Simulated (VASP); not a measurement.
Co, 1 atom in the cell. It takes space group P6/mmm (No. 191, hexagonal). Conventional cell: a = 2.029 Å, b = 2.029 Å, c = 1.909 Å, α = 90.00°, β = 90.00°, γ = 120.00°. Co (site symmetry 6/mmm) has 8 Co at 1.91 to 2.03 Å within 2.5 Å. This isn't the form of Co at room conditions, which is hcp.

```yaml
Program: VASP 6.6.1
Task: single point
Functional: PBE
Potentials_or_basis: VASP PAW PBE potentials, release 64 (Co)
Cutoff: 520 eV
k_mesh: 22 × 22 × 20
Occupations: fermi-dirac, width 0.08 eV
Spin: collinear spin, ferromagnetic start
Starting_moments: "[1.7] μB"
Dipole_correction: no
Further_INCAR_settings: ALGO = Normal; EDIFF = 1e-06; NBANDS = 14
```

Potentials or basis: VASP PAW PBE potentials, release 64 (Co).

The run is started by

```console
$ cat potpaw_PBE.64/Co/POTCAR > POTCAR
$ mpirun -np 1 vasp_std > vasp.out
```

Hardware: 1 thread of AMD EPYC 9R45 96-Core Processor (Zen 5), with other jobs on the host.

Question: Estimate the wall time of this run.

Answer: Run time: 53 s on 1 thread of AMD EPYC 9R45 96-Core Processor (Zen 5) (shared host), peak memory 0.16 GiB. Counts: scf iterations 14, k points 572.
